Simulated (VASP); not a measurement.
A run of VASP 6.6.1 is set up as follows.

POSCAR

```
C
1.0
   -2.4291088834      2.4291088834      2.4291088834
    2.4291088834     -2.4291088834      2.4291088834
    2.4291088834      2.4291088834     -2.4291088834
C
8
Direct
    0.3167222474     -0.0087329158     -0.0174658317
    0.6745448368      0.6745448368      0.6745448368
    0.0000000000      0.3254551632      0.0000000000
    0.0000000000      0.0000000000      0.3254551632
    0.0000000000      0.6745448368      0.0000000000
    0.3254551632      0.3254551632      0.3254551632
    0.6745448368      0.0000000000      0.0000000000
    0.0000000000      0.0000000000      0.6745448368
```

File INCAR.step1:

```
SYSTEM = C
PREC     = Accurate       ! precision mode
ENCUT    = 660            ! plane-wave cutoff, eV
ISMEAR   = 0              ! smearing method
SIGMA    = 0.05           ! smearing width, eV
LREAL    = .FALSE.        ! projectors in reciprocal space
LASPH    = .TRUE.         ! aspherical terms in the spheres
NELM     = 120            ! most SCF steps
NBANDS   = 26             ! bands
GGA      = PE             ! functional
ALGO     = Normal         ! electronic algorithm
EDIFF    = 1E-5           ! SCF threshold, eV
LWAVE    = .TRUE.         ! write WAVECAR
LCHARG   = .FALSE.        ! write CHGCAR
GGA_COMPAT= .FALSE.
```

INCAR.step2

```
SYSTEM = C
PREC     = Accurate       ! precision mode
ENCUT    = 660            ! plane-wave cutoff, eV
EDIFF    = 1E-6           ! SCF threshold, eV
ISMEAR   = 0              ! smearing method
SIGMA    = 0.05           ! smearing width, eV
LREAL    = .FALSE.        ! projectors in reciprocal space
LASPH    = .TRUE.         ! aspherical terms in the spheres
NELM     = 120            ! most SCF steps
ALGO     = Normal         ! electronic algorithm
ISIF     = 2              ! what is computed and relaxed
LWAVE    = .FALSE.        ! write WAVECAR
LCHARG   = .FALSE.        ! write CHGCAR
METAGGA  = R2SCAN         ! meta-GGA
LMIXTAU  = .TRUE.       
NBANDS   = 26             ! bands
ISTART   = 1            
GGA_COMPAT= .FALSE.
```

File KPOINTS:

```
regular mesh
0
G
  8 8 8
  0 0 0
```

Potentials or basis: VASP PAW PBE potentials, release 64 (C).

Command:

```console
$ cat potpaw_PBE.64/C/POTCAR > POTCAR
$ cp INCAR.step1 INCAR
$ mpirun -np 1 vasp_std > vasp.out
$ cp INCAR.step2 INCAR
$ mpirun -np 1 vasp_std > vasp.out
```

Question: What does it give for the band gap on the k mesh?

Answer: 2.92 eV (least direct gap 3.90 eV).

Question: Estimate the largest force.

Answer: 1.974 eV/Å.

Question: Predict the pressure.

Answer: 0.4 GPa.

Stress tensor (GPa, compression positive):
```
-2.37 -0.14  0.03
-0.14  3.36 -0.04
 0.03 -0.04  0.17
```

Caveat: the cell differs from its parent crystal (atom 1 (C) moved -0.060 Å along Cartesian [1 1 0]); the stress differs along the axes, from -2 to 3 GPa; the PAW data sets were made with another functional, which shifts forces and pressure a little. A k mesh can miss the band edges.
